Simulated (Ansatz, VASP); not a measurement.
# Two plane-wave programs on HfAl2N3

```xyz
12
Lattice="2.9662 0.0000 0.0000 -1.4831 2.5688 0.0000 0.0000 0.0000 15.7712" Properties=species:S:1:pos:R:3 pbc="T T T"
Hf    1.4831    0.8563    3.9428
Hf    0.0000    1.7125   11.8284
Al    1.4831    0.8563    9.1519
Al    1.4831    0.8563   14.5049
Al    0.0000    1.7125    1.2663
Al    0.0000    1.7125    6.6193
N     0.0000    0.0000    0.0000
N     0.0000    0.0000    5.3834
N     0.0000    0.0000   10.3878
N     0.0000    0.0000    2.5022
N     0.0000    0.0000    7.8856
N     0.0000    0.0000   13.2690
```

Alike in both runs: functional PBE; k mesh 6 × 6 × 1; occupations gaussian, width 0.1 eV; no spin polarisation.

Ansatz relaxed the structure, and its values are those at the end. VASP's run is a single point on that final structure, the one shown.

|  | VASP | Ansatz |
| --- | --- | --- |
| version | VASP 6.6.1 | Ansatz 0.2.0 |
| potentials or method | VASP PAW PBE potentials, release 64 (Hf_pv, Al, N), cutoff 520 eV | scalar-relativistic, plane waves, PAW |
| valence electrons in the cell | 62 | 94 |

|  | VASP | Ansatz | Ansatz less VASP |
| --- | --- | --- | --- |
| gap on the k mesh at the Fermi level (eV) | none | none | - |
| pressure (GPa) | -1.0 | 0.0 | +1.04 |
| rms of the force components (eV/Å) | 0.035 | 0.000 | -0.0345 |

A gap of «none» marks a metal or a gap that the smearing closes. VASP's potentials hold 62 valence electrons a cell and Ansatz's 94, so a difference there can come from the potentials and not from the codes.

The k mesh is coarse, so the values compare programs but aren't converged. Spin-orbit coupling is off throughout.
